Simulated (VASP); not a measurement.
# C: single point with PBE

Crystal: C.

```
C
1.0
     0.00000    1.80348    1.80348
     1.80348    0.00000    1.80348
     1.80348    1.80348    0.00000
C
2
Direct
  0.00000 0.00000 0.00000
  0.25000 0.25000 0.25000
```

This cell differs from its parent crystal: volume scaled by 1.03.

```yaml
Program: VASP 6.6.1
Task: single point
Functional: PBE
Potentials_or_basis: VASP PAW PBE potentials, release 64 (C)
Cutoff: 600 eV
k_mesh: 12 × 12 × 12
Occupations: gaussian, width 0.02 eV
Spin: no spin polarisation
```

- Pressure: -12.2 GPa
- Band gap on the k mesh: 4.08 eV, indirect (least direct gap 5.50 eV)

Levels at points of the mesh, in eV from the valence-band top:
| k point | band 1 | band 2 | band 3 | band 4 | band 5 | band 6 | band 7 | band 8 |
| --- | --- | --- | --- | --- | --- | --- | --- | --- |
| (0.00, 0.00, 0.00) | -21.03 | 0.00 | 0.00 | 0.00 | 5.50 | 5.50 | 5.50 | 12.57 |
| (0.50, 0.00, 0.00) | -15.45 | -13.01 | -2.71 | -2.71 | 8.32 | 8.32 | 8.40 | 15.38 |
| (0.50, 0.50, 0.00) | -12.53 | -12.53 | -6.10 | -6.10 | 4.69 | 4.69 | 16.30 | 16.30 |

It took 5 s on 1 thread of Intel Xeon 6975P-C, with other jobs on the host, peak memory 0.12 GiB.

 A k mesh can miss the band edges.
